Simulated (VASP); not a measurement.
# BIr3Pd (P6/mmm) in VASP: further runs

Runs on BIr3Pd. Level: PBE. Tasks: relaxation of cell and atoms, single point.

Everything below comes from runs of VASP 6.6.1. Logs are shortened: lines on timing, memory, paths and dates and some standing lists are left out, and cuts for length are marked.

## 1. The cell of the first run

It takes space group P6/mmm (No. 191, hexagonal). Conventional cell: a = 4.014 Å, b = 4.014 Å, c = 5.140 Å, α = 90.00°, β = 90.00°, γ = 120.00°. B (site symmetry 6/mmm) has 6 Ir at 2.01 Å and 2 Pd at 2.57 Å within 2.7 Å. Within 3.4 Å of Pd (site symmetry 6/mmm) lie 2 B at 2.57 Å and 12 Ir at 3.26 Å. Ir (site symmetry mmm) has 2 B at 2.01 Å and 4 Ir at 2.01 Å within 2.7 Å.

## 2. Relaxation of cell and atoms, PBE

File INCAR:

```
PREC = Accurate ; ENCUT = 600
EDIFF = 1E-7 ; ISMEAR = 0
SIGMA = 0.1 ; LREAL = False
LASPH = True ; NELM = 100
ALGO = Fast ; ISIF = 3
LWAVE = False ; LCHARG = False
GGA = PE ; IBRION = 2
NSW = 90 ; EDIFFG = -0.04
```

File KPOINTS:

```
Automatic mesh
0
Gamma
  6 6 4
```

File POSCAR:

```
BIr3Pd
1.0
    4.0136251100      0.0000000000      0.0000000000
   -2.0068125600      3.4759013100      0.0000000000
    0.0000000000      0.0000000000      5.1400424400
B Pd Ir
1 1 3
Direct
    0.0000000000      0.0000000000      0.5000000000
    0.0000000000      0.0000000000      0.0000000000
    0.5000000000      0.0000000000      0.5000000000
    0.0000000000      0.5000000000      0.5000000000
    0.5000000000      0.5000000000      0.5000000000
```

Potentials or basis: VASP PAW PBE potentials, release 64 (B, Pd, Ir).

Launch:

```console
$ cat potpaw_PBE.64/B/POTCAR potpaw_PBE.64/Pd/POTCAR potpaw_PBE.64/Ir/POTCAR > POTCAR
$ mpirun -np 1 vasp_std > vasp.out
```

OUTCAR:

```text
PREC = Accurate
   ENCUT = 600
   EDIFF = 1E-7
   ISMEAR = 0
   LREAL = False
   LASPH = True
   NELM = 100
   ISIF = 3
   GGA = PE
   IBRION = 2
   NSW = 90
   EDIFFG = -0.04

 ion  position               nearest neighbor table
   1  0.000  0.000  0.500-   3 2.01   3 2.01   5 2.01   5 2.01   4 2.01   4 2.01   2 2.57   2 2.57

   2  0.000  0.000  0.000-   1 2.57   1 2.57   3 3.26   3 3.26   3 3.26   3 3.26   5 3.26   5 3.26
                             5 3.26   5 3.26   4 3.26   4 3.26   4 3.26   4 3.26
   3  0.500  0.000  0.500-   1 2.01   1 2.01   4 2.01   4 2.01   5 2.01   5 2.01   2 3.26   2 3.26
                             2 3.26   2 3.26
   4  0.000  0.500  0.500-   5 2.01   5 2.01   3 2.01   3 2.01   1 2.01   1 2.01   2 3.26   2 3.26
                             2 3.26   2 3.26
   5  0.500  0.500  0.500-   4 2.01   4 2.01   1 2.01   1 2.01   3 2.01   3 2.01   2 3.26   2 3.26
                             2 3.26   2 3.26

  LATTYP: Found a hexagonal cell.
 ALAT       =     4.0136251100
 C/A-ratio  =     1.2806483663

  Lattice vectors:

 A1 = (   4.0136251100,   0.0000000000,   0.0000000000)
 A2 = (  -2.0068125600,   3.4759013100,   0.0000000000)
 A3 = (   0.0000000000,   0.0000000000,   5.1400424400)

Analysis of symmetry for initial positions (statically):
=====================================================================
 Subroutine PRICEL returns:
 Original cell was already a primitive cell.

 Routine SETGRP: Setting up the symmetry group for a
 hexagonal supercell.

 Subroutine GETGRP returns: Found 24 space group operations
 (whereof 24 operations were pure point group operations)
 out of a pool of 24 trial point group operations.

The static configuration has the point symmetry D_6h.

Analysis of symmetry for dynamics (positions and initial velocities):
=====================================================================
 Subroutine PRICEL returns:
 Original cell was already a primitive cell.

 Routine SETGRP: Setting up the symmetry group for a
 hexagonal supercell.

 Subroutine GETGRP returns: Found 24 space group operations
 (whereof 24 operations were pure point group operations)
 out of a pool of 24 trial point group operations.

The dynamic configuration has the point symmetry D_6h.

 Subroutine INISYM returns: Found 24 space group operations
 (whereof 24 operations are pure point group operations),
 and found     1 'primitive' translations

----------------------------------------------------------------------------------------

                                     Primitive cell

  volume of cell :      71.7086

  direct lattice vectors                    reciprocal lattice vectors
     4.013625110  0.000000000  0.000000000     0.249151321  0.143847583  0.000000000
    -2.006812560  3.475901310  0.000000000     0.000000000  0.287695165  0.000000000
     0.000000000  0.000000000  5.140042440     0.000000000  0.000000000  0.194550923

  length of vectors
     4.013625110  4.013625116  5.140042440     0.287695165  0.287695165  0.194550923

  position of ions in fractional coordinates (direct lattice)
     0.000000000  0.000000000  0.500000000
     0.000000000  0.000000000  0.000000000
     0.500000000  0.000000000  0.500000000
     0.000000000  0.500000000  0.500000000
     0.500000000  0.500000000  0.500000000

  ion indices of the primitive-cell ions
   primitive index   ion index
                 1           1
                 2           2
                 3           3
                 4           4
                 5           5

----------------------------------------------------------------------------------------

 KPOINTS: Automatic mesh

Automatic generation of k-mesh.
 Grid dimensions read from file:
 generate k-points for:    6    6    4

 Generating k-lattice:

  Cartesian coordinates                     Fractional coordinates (reciprocal lattice)
     0.041525220  0.023974597  0.000000000     0.166666667  0.000000000  0.000000000
     0.000000000  0.047949194  0.000000000     0.000000000  0.166666667  0.000000000
     0.000000000  0.000000000  0.048637731     0.000000000  0.000000000  0.250000000

  Length of vectors
     0.047949194  0.047949194  0.048637731

  Shift w.r.t. Gamma in fractional coordinates (k-lattice)
     0.000000000  0.000000000  0.000000000

 Subroutine IBZKPT returns following result:
 ===========================================

 Found     21 irreducible k-points:

 Following reciprocal coordinates:
            Coordinates               Weight
  0.000000  0.000000  0.000000      1.000000
  0.166667  0.000000  0.000000      6.000000
  0.333333  0.000000  0.000000      6.000000
  0.500000  0.000000  0.000000      3.000000
  0.166667  0.166667  0.000000      6.000000
  0.333333  0.166667  0.000000     12.000000
[... 13 lines left out ...]
  0.333333  0.166667  0.500000     12.000000
  0.333333  0.333333  0.500000      2.000000
   k-points           NKPTS =     21   k-points in BZ     NKDIM =     21   number of bands    NBANDS=     24
   number of dos      NEDOS =    301   number of ions     NIONS =      5
   total plane-waves  NPLWV =  43008
   dimension x,y,z NGX =    32 NGY =   32 NGZ =   42
   dimension x,y,z NGXF=    64 NGYF=   64 NGZF=   84
   ions per type =               1   1   3
   NGX,Y,Z   is equivalent  to a cutoff of  13.25, 13.25, 13.58 a.u.
   NGXF,Y,Z  is equivalent  to a cutoff of  26.51, 26.51, 27.17 a.u.
 SYSTEM =  unknown system
   PREC   = accura    normal or accurate (medium, high low for compatibility)
   ISTART =      0    job   : 0-new  1-cont  2-samecut
   ICHARG =      2    charge: 1-file 2-atom 10-const
   ISPIN  =      1    spin polarized calculation?
   LNONCOLLINEAR =      F non collinear calculations
   LSORBIT =      F    spin-orbit coupling
   LASPH  =      T    aspherical Exc in radial PAW
   ENCUT  =  600.0 eV  44.10 Ry    6.64 a.u.   8.02  8.02 10.27*2*pi/ulx,y,z
   NELM   =    100;   NELMIN=  2; NELMDL= -5     # of ELM steps
   EDIFF  = 0.1E-06   stopping-criterion for ELM
   LREAL  =      F    real-space projection
   EDIFFG = -.4E-01   stopping-criterion for IOM
   NSW    =     90    number of steps for IOM
   IBRION =      2    ionic relax: 0-MD 1-quasi-New 2-CG
   NFREE  =      1    steps in history (QN), initial steepest desc. (CG)
   ISIF   =      3    stress and relaxation
   ISYM   =      2    0-nonsym 1-usesym 2-fastsym
   POTIM  = 0.5000    time-step for ionic-motion
   TEBEG  =    0.0;   TEEND  =   0.0 temperature during run
   PSTRESS=    0.0 pullay stress
   NELECT =      40.0000    total number of electrons
   NUPDOWN=      -1.0000    fix difference up-down
   EMIN   =  10.00;   EMAX   =-10.00  energy-range for DOS
   EFERMI =   0.00;   METHOD = LEGACY
   ISMEAR =     0;   SIGMA  =   0.10  broadening in eV -4-tet -1-fermi 0-gaus
   EFERMI_NEDOS =   21; number of points for ismear=-14 and -15
   IALGO  =     68    algorithm
   IMIX   =      4    mixing-type and parameters
     AMIX     =   0.40;   BMIX     =  1.00
     AMIX_MAG =   1.60;   BMIX_MAG =  1.00
  volume/ion in A,a.u.               =      14.34        96.78
  Fermi-wavevector in a.u.,A,eV,Ry     =   1.347632  2.546654 24.709689  1.816111
  Thomas-Fermi vector in A             =   2.475366
   LORBIT       =      0    0 simple, 1 ext, 2 COOP (PROOUT), +10 PAW based schemes
   GGA     = PE    functional components
   LHFCALC =     F    Hartree Fock is set to
   AEXX    =    0.0000 exact exchange contribution
   IVDW    =     0    specifies the selected vdW correction
   LEPSILON=     F    determine dielectric tensor
   LRPA    =     F    only Hartree local field effects (RPA)
 conjugate gradient relaxation of ions
 non-spin polarized calculation
 RMM-DIIS sequential band-by-band and
 Gauss-broadening in eV      SIGMA  =   0.10
  energy-cutoff  :      600.00
  volume of cell :       71.71
 maximum number of plane-waves:      2418
   NGX = 17   NGY = 17   NGZ = 21

--------------------------------------- Ionic step        1  -------------------------------------------

 number of electron      39.9999997 magnetization

 Free energy of the ion-electron system (eV)
  ---------------------------------------------------
  ext. energy  EPLUGINS =         0.00000000
  ---------------------------------------------------
  free energy    TOTEN  =        -9.78919636 eV

  energy without entropy =       -9.77230586  energy(sigma->0) =       -9.78075111

------------------------ aborting loop because EDIFF is reached ----------------------------------------

  FORCE on cell =-STRESS in cart. coord.  units (eV):
  Direction    XX          YY          ZZ          XY          YZ          ZX
  --------------------------------------------------------------------------------------
  -------------------------------------------------------------------------------------
  Total      135.1746377    135.1746379     -4.2075822     -0.0000002     -0.0000000      0.0000000
  in kB     3020.1940624   3020.1940685    -94.0096077     -0.0000043     -0.0000000      0.0000000
  external PRESSURE =    1982.1261744 kB  Pullay stress =       0.0000000 kB
[... 601 lines left out ...]
     23      -2.5672      0.00006
     24      -2.5672      0.00006

------------------------ aborting loop EDIFF was not reached (unconverged)  ----------------------------

  FORCE on cell =-STRESS in cart. coord.  units (eV):
  Direction    XX          YY          ZZ          XY          YZ          ZX
  --------------------------------------------------------------------------------------
  -------------------------------------------------------------------------------------
  Total     -123.3843533   -123.3843538    -16.5216543      0.0000004      0.0000000      0.0000000
  in kB     -541.1834195   -541.1834218    -72.4666063      0.0000017      0.0000000      0.0000000
  external PRESSURE =    -384.9444826 kB  Pullay stress =       0.0000000 kB
[... 26 lines left out ...]
--------------------------------------- Ionic step        3  -------------------------------------------

 number of electron      40.0000053 magnetization

------------------------ aborting loop EDIFF was not reached (unconverged)  ----------------------------

  FORCE on cell =-STRESS in cart. coord.  units (eV):
  Direction    XX          YY          ZZ          XY          YZ          ZX
  --------------------------------------------------------------------------------------
  -------------------------------------------------------------------------------------
  Total      -24.7110373    -24.7110374     -2.0238340      0.0000001     -0.0000000      0.0000000
  in kB     -230.7694606   -230.7694614    -18.9000196      0.0000006     -0.0000000      0.0000000
  external PRESSURE =    -160.1463138 kB  Pullay stress =       0.0000000 kB
[... 1171 lines left out ...]
     23       4.5689      0.00000
     24       5.2873      0.00000

[... ionic steps 4 to 15 ...]

--------------------------------------- Ionic step       16  -------------------------------------------

 number of electron      40.0000004 magnetization

------------------------ aborting loop because EDIFF is reached ----------------------------------------
[... 73 lines left out ...]
--------------------------------------- Ionic step       18  -------------------------------------------

 number of electron      40.0000000 magnetization

 Free energy of the ion-electron system (eV)
  ---------------------------------------------------
  ext. energy  EPLUGINS =         0.00000000
  ---------------------------------------------------
  free energy    TOTEN  =       -33.42357793 eV

  energy without entropy =      -33.37724600  energy(sigma->0) =      -33.40041196

 E-fermi :   5.7925     XC(G=0): -11.5540

 val. band max:        5.7872099435   @ k =   0.1667   0.0000   0.2500
 cond. band min:       5.8036959695   @ k =   0.3333   0.0000   0.5000
 fundamental gap:      0.0164860260
 Fermi energy:         5.7924619081
[... 597 lines left out ...]
  FREE ENERGIE OF THE ION-ELECTRON SYSTEM (eV)
  ---------------------------------------------------
  free  energy   TOTEN  =       -33.4235779264 eV

  energy  without entropy=      -33.3772459973  energy(sigma->0) =      -33.40041196

 reached required accuracy - stopping structural energy minimisation
```

It took 27 min on 1 thread of AMD EPYC 9R45 (Zen 5), shared host; peak memory 0.21 GiB.

What came out:

```
Free energy                            : -33.4236 eV
Relaxed volume                         : 17.33 Å³/atom
Relaxed cell                           : a = 4.940 Å, b = 4.940 Å, c = 4.099 Å, α = 90.00°, β = 90.00°, γ = 120.00°
Space group after relaxing (to 0.05 Å) : P6/mmm (No. 191)
Energy gained by relaxing              : 4726.9 meV/atom
Ionic steps                            : 18
Pressure after relaxing                : -0.1 GPa
Band gap on the k mesh                 : zero (band 20 reaches 6.41 eV, above the bottom of band 21 at 5.06 eV)
```

The path:
```tsv
step	energy change (eV)	largest force (eV/Å)	pressure (GPa)	volume (Å³)
1	0.0000	0.0000	198.21	71.71
2	27.1646	0.0000	-38.49	365.28
3	71.7108	0.0000	-16.01	171.56
4	-9.7889	0.0000	-14.78	153.49
5	-17.9989	0.0000	-22.89	131.85
6	-21.4405	0.0000	9.35	99.60
7	-21.8424	0.0000	-11.94	110.77
8	-22.0372	0.0000	-6.25	106.70
9	-22.2177	0.0000	-5.27	105.91
10	-22.2151	0.0000	-3.96	105.16
11	-22.9317	0.0000	-3.25	97.47
12	-22.3036	0.0000	26.56	74.12
13	-23.4466	0.0000	-0.60	90.65
14	-23.5507	0.0000	7.30	82.64
15	-23.6066	0.0000	3.18	85.96
16	-23.6088	0.0000	3.75	85.43
17	-23.4817	0.0000	-8.18	89.65
18	-23.6344	0.0000	-0.13	86.63
```

Final structure:
```
CELL_PARAMETERS angstrom
4.93994 0.00000 0.00000
-2.46997 4.27812 0.00000
0.00000 0.00000 4.09906
ATOMIC_POSITIONS crystal
B 0.00000 0.00000 0.50000
Pd 0.00000 0.00000 0.00000
Ir 0.50000 0.00000 0.50000
Ir 0.00000 0.50000 0.50000
Ir 0.50000 0.50000 0.50000
```

Caveat: the volume moved by over 15 % at a fixed basis, so the end points are rough; spin-orbit coupling is left out, which moves the levels of the heavy elements.

## 3. Single point, PBE

File INCAR:

```
SYSTEM = BIr3Pd
  ALGO = Normal
  EDIFF = 1E-6
  ENCUT = 540
  GGA = PE
  GGA_COMPAT = .False.
  ISIF = 2
  ISMEAR = 0
  LASPH = .True.
  LCHARG = .False.
  LREAL = .False.
  LWAVE = .False.
  NBANDS = 44
  NELM = 120
  PREC = Accurate
  SIGMA = 0.1
```

File KPOINTS:

```
k-points
0
Gamma
  6 6 4
  0 0 0
```

POSCAR is that of step 2.

Potentials or basis: VASP PAW PBE potentials, release 64 (B, Pd_sv_GW, Ir_sv_GW).

Launch:

```console
$ cat potpaw_PBE.64/B/POTCAR potpaw_PBE.64/Pd_sv_GW/POTCAR potpaw_PBE.64/Ir_sv_GW/POTCAR > POTCAR
$ mpirun -np 1 vasp_std > vasp.out
```

Run time: 2.5 min. Hardware: 1 thread of Intel Xeon Platinum 8375C at 2.90GHz (Ice Lake), shared host; peak memory 0.23 GiB.

It converged, with:

```yaml
Free_energy: -8.8867 eV
Pressure: 216.5 GPa
Band_gap_on_the_k_mesh: zero (band 36 reaches 10.19 eV, above the bottom of band 37 at 9.28 eV)
```

Stress tensor (GPa, compression positive):
```
330.65   0.00   0.00
  0.00 330.65   0.00
  0.00   0.00 -11.80
```

Levels at points of the mesh, in eV from the Fermi level:
```tsv
k point	band 34	band 35	band 36	band 37	band 38	band 39
(0.00, 0.00, 0.00)	-1.05	-0.14	-0.14	0.80	1.92	1.92
(0.50, 0.00, 0.00)	-1.16	-1.00	-0.87	-0.67	1.66	2.21
(0.00, 0.00, 0.50)	-0.71	-0.58	-0.58	0.80	1.86	1.86
(0.50, 0.00, 0.50)	-1.15	-0.91	-0.61	0.01	0.54	1.32
```

Caveat: spin-orbit coupling is left out, which moves the levels of the heavy elements.
